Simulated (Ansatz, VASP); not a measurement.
## One calculation of Al, two programs

```
CELL_PARAMETERS angstrom
2.85007 0.08009 0.00000
-1.35568 2.42819 0.00000
0.00000 0.00000 4.63732
ATOMIC_POSITIONS crystal
Al 0.66667 0.33333 0.75000
Al 0.33333 0.66667 0.25000
```

Change from the starting cell: strain +0.0562 x Voigt [0, 0, 0, 0, 0, 1], atoms carried along.

Alike in both runs: task single point; functional PBEsol; k mesh 24 × 24 × 14; occupations gaussian, width 0.15 eV; no spin polarisation.

|  | VASP | Ansatz |
| --- | --- | --- |
| version | VASP 6.6.1 | Ansatz 0.2.0 |
| potentials or method | VASP PAW PBE potentials, release 64 (Al), cutoff 520 eV | scalar-relativistic, plane waves, PAW |
| valence electrons in the cell | 6 | 6 |

|  | VASP | Ansatz | Ansatz less VASP |
| --- | --- | --- | --- |
| gap on the k mesh at the Fermi level (eV) | none | none | - |
| pressure (GPa) | 0.3 | 0.3 | -0.06 |
| traceless stress, the component that is largest in VASP (GPa) | -1.61 | -1.60 | +0.013 |
| rms of the force components (eV/Å) | 0.011 | 0.011 | -0.0002 |

VASP's potentials were made for PBE, not for PBEsol. Atom by atom the forces differ by 0.000 eV/Å (rms over components). A gap of «none» marks a metal or a gap that the smearing closes. The functional is the same, so the differences come from potentials, cutoffs and numerics.
